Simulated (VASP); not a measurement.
Here is a VASP 6.6.1 calculation.

INCAR

```
SYSTEM = Ru
ALGO     = Normal         ! electronic algorithm
EDIFF    = 1E-6           ! SCF threshold, eV
EDIFFG   = -0.005         ! ionic threshold
ENCUT    = 600            ! plane-wave cutoff, eV
GGA      = PS             ! functional
IBRION   = 2              ! ionic algorithm
ISIF     = 3              ! what is computed and relaxed
ISMEAR   = -1             ! smearing method
LASPH    = .TRUE.         ! aspherical terms in the spheres
LCHARG   = .FALSE.        ! write CHGCAR
LREAL    = .FALSE.        ! projectors in reciprocal space
LWAVE    = .FALSE.        ! write WAVECAR
NELM     = 100            ! most SCF steps
NSW      = 60             ! ionic steps
PREC     = Accurate       ! precision mode
PSTRESS  = 2400.0       
SIGMA    = 0.05           ! smearing width, eV
```

KPOINTS

```
k-points
0
G
  19 19 18
  0 0 0
```

POSCAR

```
Ru
1.0
    2.3008259941      0.0000000000      0.0000000000
   -1.1504129971      1.9925737606      0.0000000000
    0.0000000000      0.0000000000      2.1627764345
Ru
1
Direct
    0.0000000000      0.0000000000      0.0000000000
```

Potentials or basis: VASP PAW PBE potentials, release 64 (Ru_pv).

Run with:

```sh
$ cat potpaw_PBE.64/Ru_pv/POTCAR > POTCAR
$ mpirun -np 1 vasp_std > vasp.out
```

(1) What does it give for the relaxed cell?

(2) Predict the relaxed volume.

Answers

(1) a = 2.316 Å, b = 2.316 Å, c = 2.160 Å, α = 90.00°, β = 90.00°, γ = 120.00°.

(2) 10.03 Å³/atom.

Caveat: the cell is relaxed towards a set pressure, so the enthalpy falls and the energy may rise; the PAW data sets were made with another functional, which shifts forces and pressure a little.
